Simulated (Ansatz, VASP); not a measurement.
## Two plane-wave programs on ScNb

```
Sc Nb
1.0
     3.06564    0.00000    0.00000
    -1.53282    2.65493    0.00000
     0.00000    0.00000    5.07219
Sc Nb
1 1
Direct
  0.00000 0.00000 0.00000
  0.33333 0.66667 0.50000
```

Alike in both runs: task single point; functional LDA; k mesh 18 × 18 × 10; occupations gaussian, width 0.15 eV; no spin polarisation.

|  | VASP | Ansatz |
| --- | --- | --- |
| version | VASP 6.6.1 | Ansatz 0.2.0 |
| potentials or method | VASP PAW LDA potentials, release 64 (Sc_sv, Nb_sv), cutoff 520 eV | scalar-relativistic, plane waves, PAW |
| valence electrons in the cell | 24 | 24 |

|  | VASP | Ansatz | Ansatz less VASP |
| --- | --- | --- | --- |
| gap on the k mesh at the Fermi level (eV) | none | none | - |
| pressure (GPa) | -7.5 | -7.5 | -0.01 |
| traceless stress, the component that is largest in VASP (GPa) | 0.01 | -0.05 | -0.060 |

LDA's correlation is that of Perdew and Zunger in VASP and of Perdew and Wang (1992) in Ansatz. A gap of «none» marks a metal or a gap that the smearing closes.
